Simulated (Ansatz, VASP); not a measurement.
MgO: VASP beside Ansatz

Contents of INCAR:

```
SYSTEM = MgO
PREC     = Accurate       ! precision mode
ENCUT    = 840            ! plane-wave cutoff, eV
EDIFF    = 1E-6           ! SCF threshold, eV
ISMEAR   = 0              ! smearing method
SIGMA    = 0.01           ! smearing width, eV
LREAL    = .FALSE.        ! projectors in reciprocal space
LASPH    = .TRUE.         ! aspherical terms in the spheres
NELM     = 120            ! most SCF steps
ALGO     = Normal         ! electronic algorithm
ISIF     = 2              ! what is computed and relaxed
LWAVE    = .FALSE.        ! write WAVECAR
LCHARG   = .FALSE.        ! write CHGCAR
NBANDS   = 15             ! bands
GGA_COMPAT= .FALSE.
```

KPOINTS

```
regular mesh
0
G
  10 10 10
  0 0 0
```

Contents of POSCAR:

```
MgO
1.0
    0.0000000000      2.0795922133      2.0795922133
    2.0795922133      0.0000000000      2.0795922133
    2.0795922133      2.0795922133      0.0000000000
Mg O
1 1
Direct
    0.0000000000      0.0000000000      0.0000000000
    0.5000000000      0.5000000000      0.5000000000
```

Input for Ansatz:

```yaml
crystal:
  lattice:
    - [0.0, 2.0795922133, 2.0795922133]
    - [2.0795922133, 0.0, 2.0795922133]
    - [2.0795922133, 2.0795922133, 0.0]
  atoms:
    - { symbol: Mg, position: [0.0, 0.0, 0.0] }
    - { symbol: O, position: [0.5, 0.5, 0.5] }
kpoints:
  mp_grid: { grid: [10, 10, 10] }
scf:
  occupations: { method: fixed }
hamiltonian:
  xc: lda
  pseudopotentials: { kind: paw }
output:
  forces: true
  stress: true
  eigenvalues: true
  eigenstates:
    nscf_kmesh: { grid: [16, 16, 16] }
    de_dk: true
    e_range: [-9, 15.03455242222]
  optics:
    e_range: [0, 30]
    de: 0.2
    sigma: 0.15
    bands: { spectra_wanted_up_to: 30 }
    nscf_kmesh: { grid: [16, 16, 16] }
checkpoint:
  write: ck
  write_wavefunctions: false
```

Alike in both runs: task single point; functional LDA; k mesh 10 × 10 × 10; no spin polarisation.

|  | VASP | Ansatz |
| --- | --- | --- |
| version | VASP 6.6.1 | Ansatz 0.2.0 |
| potentials or method | VASP PAW LDA potentials, release 64 (Mg_sv, O) | PAW with Ansatz's default frozen-core files, scalar-relativistic |
| plane-wave cutoff (eV) | 840 | 420 |
| occupations | gaussian, width 0.01 eV | fixed |
| valence electrons in the cell | 16 | 16 |

```tsv
	VASP	Ansatz	Ansatz less VASP
gap on the k mesh at the Fermi level (eV)	5.05	5.03	-0.011
pressure (GPa)	0.6	0.0	-0.63
```

LDA's correlation is that of Perdew and Zunger in VASP and of Perdew and Wang (1992) in Ansatz.
